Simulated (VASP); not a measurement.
## Mg: single point with PBE

Crystal: Mg.

```
CELL_PARAMETERS angstrom
5.10577 0.00000 0.00000
-2.55288 4.42172 0.00000
0.00000 0.00000 3.09587
ATOMIC_POSITIONS crystal
Mg 0.00000 0.00000 0.00000
Mg 0.33333 0.66667 0.50000
Mg 0.66667 0.33333 0.50000
```

| Item | Value |
| --- | --- |
| Program | VASP 6.6.1 |
| Task | single point |
| Functional | PBE |
| Potentials or basis | VASP PAW PBE potentials, release 64 (Mg) |
| Cutoff | 520 eV |
| k mesh | 7 × 7 × 10 |
| Occupations | fermi-dirac, width 0.1 eV |
| Spin | no spin polarisation |
| Dipole correction | no |
| Further INCAR settings | ALGO = Normal; EDIFF = 1e-06; NBANDS = 10 |

```
Pressure               : -0.1 GPa
Band gap on the k mesh : zero (band 3 reaches 6.07 eV, above the bottom of band 4 at 1.65 eV)
```

Levels at points of the mesh, in eV from the Fermi level:
| k point | band 1 | band 2 | band 3 | band 4 | band 5 | band 6 | band 7 | band 8 |
| --- | --- | --- | --- | --- | --- | --- | --- | --- |
| (0.00, 0.00, 0.00) | -6.88 | 0.24 | 0.24 | 0.29 | 0.29 | 1.30 | 1.36 | 7.92 |
| (0.00, 0.00, 0.50) | -3.16 | -2.89 | 3.49 | 3.49 | 3.65 | 3.65 | 3.88 | 4.20 |

It took 11 s on 1 thread of Intel(R) Xeon(R) 6975P-C (Granite Rapids) (shared host), peak memory 0.19 GiB.
